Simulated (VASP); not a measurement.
# Se: single point with PBE

Se:

```
Se
1.0
     4.52038    0.00000    0.00000
    -2.26019    3.91476    0.00000
     0.00000    0.00000    5.04531
Se
3
Direct
  0.21893 0.00000 0.33333
  0.00000 0.21893 0.66667
  0.78107 0.78107 0.00000
```

```
Program             : VASP 6.6.1
Task                : single point
Functional          : PBE
Potentials or basis : VASP PAW PBE potentials, release 64 (Se)
Cutoff              : 500 eV
k mesh              : 4 × 4 × 3
Occupations         : fermi-dirac, width 0.1 eV
Spin                : no spin polarisation
```

```
Pressure               : 0.1 GPa
Band gap on the k mesh : 1.70 eV, indirect (least direct gap 1.91 eV)
```

Stress tensor (GPa, compression positive):
```
0.13 0.00 0.00
0.00 0.13 0.00
0.00 0.00 0.02
```

Levels at points of the mesh, in eV from the valence-band top:
| k point | band 6 | band 7 | band 8 | band 9 | band 10 | band 11 | band 12 | band 13 |
| --- | --- | --- | --- | --- | --- | --- | --- | --- |
| (0.00, 0.00, 0.00) | -3.16 | -1.58 | -1.58 | -0.05 | 2.19 | 2.19 | 2.56 | 6.16 |
| (0.50, 0.00, 0.00) | -2.82 | -2.33 | -1.43 | -0.60 | 2.27 | 2.69 | 4.11 | 5.92 |

It used 30 s of CPU time on 1 thread of Intel Xeon 8259CL (shared host).

A k mesh can miss the band edges. A hybrid or GW would open this gap; PBE tends to underestimate it.
